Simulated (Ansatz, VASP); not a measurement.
Two plane-wave programs on Lu

The input INCAR:

```
SYSTEM = Lu
PREC     = Accurate       ! precision mode
ENCUT    = 520            ! plane-wave cutoff, eV
EDIFF    = 1E-7           ! SCF threshold, eV
ISMEAR   = -1             ! smearing method
SIGMA    = 0.1            ! smearing width, eV
LREAL    = .FALSE.        ! projectors in reciprocal space
LASPH    = .TRUE.         ! aspherical terms in the spheres
NELM     = 100            ! most SCF steps
ALGO     = Normal         ! electronic algorithm
ISIF     = 2              ! what is computed and relaxed
LWAVE    = .FALSE.        ! write WAVECAR
LCHARG   = .FALSE.        ! write CHGCAR
GGA      = PE             ! functional
NBANDS   = 44             ! bands
```

The input KPOINTS:

```
Automatic mesh
0
G
  8 8 10
  0 0 0
```

The input POSCAR:

```
Lu
1.0
    5.5761414034      0.0000000000      0.0000000000
   -2.7880707017      4.8290801105      0.0000000000
    0.0000000000      0.0000000000      3.4990956455
Lu
3
Direct
    1.0000000000      1.0000000000      0.0000000000
    0.3333333333      0.6666666667      0.5000000000
    0.6666666667      0.3333333333      0.5000000000
```

Input for Ansatz:

```yaml
crystal:
  lattice:
    - [5.5761414034, 0.0, 0.0]
    - [-2.7880707017, 4.8290801105, 0.0]
    - [0.0, 0.0, 3.4990956455]
  atoms:
    - { symbol: Lu, position: [1.0, 1.0, 0.0] }
    - { symbol: Lu, position: [0.3333333333, 0.6666666667, 0.5] }
    - { symbol: Lu, position: [0.6666666667, 0.3333333333, 0.5] }
hamiltonian:
  xc: pbe
  pseudopotentials:
    kind: paw
    azcp:
      Lu: "pseudopotentials/Lu.paw.azcp"
basis:
  ecutwfc: 420
  fft_grid_basis: typed
kpoints:
  mp_grid: { grid: [8, 8, 10], shift: [0, 0, 0] }
magnetization:
  spin_polarized: false
scf:
  occupations: { method: fermi_dirac, width: 0.1 }
  lower_state_search: "off"
output:
  stress: true
```

Alike in both runs: task single point; functional PBE; k mesh 8 × 8 × 10; occupations fermi-dirac, width 0.1 eV; no spin polarisation.

```csv
,VASP,Ansatz
version,VASP 6.6.1,Ansatz 0.2.0
potentials or method,"VASP PAW PBE potentials, release 64 (Lu), cutoff 520 eV","plane waves (420 eV) with PAW, scalar-relativistic"
valence electrons in the cell,75,75
```

Ansatz gave:

```
pressure (GPa) : -3.0
```

Q: What did VASP give for the same quantities?

A: Pressure (GPa): -2.8.

Neither program's run includes spin-orbit coupling.
